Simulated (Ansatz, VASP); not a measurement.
## Two plane-wave programs on Pt

Contents of INCAR:

```
ALGO     = Fast           # electronic algorithm
EDIFF    = 1E-6           # SCF threshold, eV
ENCUT    = 520            # plane-wave cutoff, eV
GGA      = PS             # functional
ISIF     = 2              # what is computed and relaxed
ISMEAR   = 0              # smearing method
LASPH    = True           # aspherical terms in the spheres
LCHARG   = True           # write CHGCAR
LELF     = True           # ELF
LREAL    = False          # projectors in reciprocal space
LVHAR    = True         
LWAVE    = False          # write WAVECAR
NBANDS   = 11             # bands
NELM     = 100            # most SCF steps
PREC     = Accurate       # precision mode
SIGMA    = 0.15           # smearing width, eV
```

KPOINTS

```
k-points
0
Gamma
  22 22 22
```

File POSCAR:

```
Pt
1.0
   -0.9450810628      1.6479710576      1.6479710576
    1.6479710576     -0.9450810628      1.6479710576
    1.6479710576      1.6479710576     -0.9450810628
Pt
1
Direct
    0.0000000000      0.0000000000      0.0000000000
```

Input for Ansatz:

```yaml
crystal:
  lattice:
    - [-0.9450810628, 1.6479710576, 1.6479710576]
    - [1.6479710576, -0.9450810628, 1.6479710576]
    - [1.6479710576, 1.6479710576, -0.9450810628]
  atoms:
    - { symbol: Pt, position: [0.0, 0.0, 0.0] }
basis:
  ecutwfc: 420
kpoints:
  mp_grid: { grid: [22, 22, 22] }
hamiltonian:
  xc: pbesol
  pseudopotentials: { kind: paw, azcp: { folder: soft_1 } }
scf:
  occupations: { method: gaussian, width: 0.15 }
output:
  forces: true
  stress: true
  eigenvalues: true
```

Alike in both runs: task single point; functional PBEsol; k mesh 22 × 22 × 22; occupations gaussian, width 0.15 eV; no spin polarisation.

|  | VASP | Ansatz |
| --- | --- | --- |
| version | VASP 6.6.1 | Ansatz 0.2.0 |
| potentials or method | VASP PAW PBE potentials, release 64 (Pt), cutoff 520 eV | scalar-relativistic, plane waves, PAW |
| valence electrons in the cell | 10 | 18 |

```csv
,VASP,Ansatz,Ansatz less VASP
gap on the k mesh at the Fermi level (eV),none,none,-
pressure (GPa),23.8,24.2,+0.39
"traceless stress, the component that is largest in VASP (GPa)",-0.22,-0.25,-0.034
```

VASP's potentials were made for PBE, not for PBEsol, and Ansatz warns of the same on its side. A gap of «none» marks a metal or a gap that the smearing closes. VASP's potentials hold 10 valence electrons a cell and Ansatz's 18, so a difference there can come from the potentials and not from the codes.

Spin-orbit coupling is off throughout.
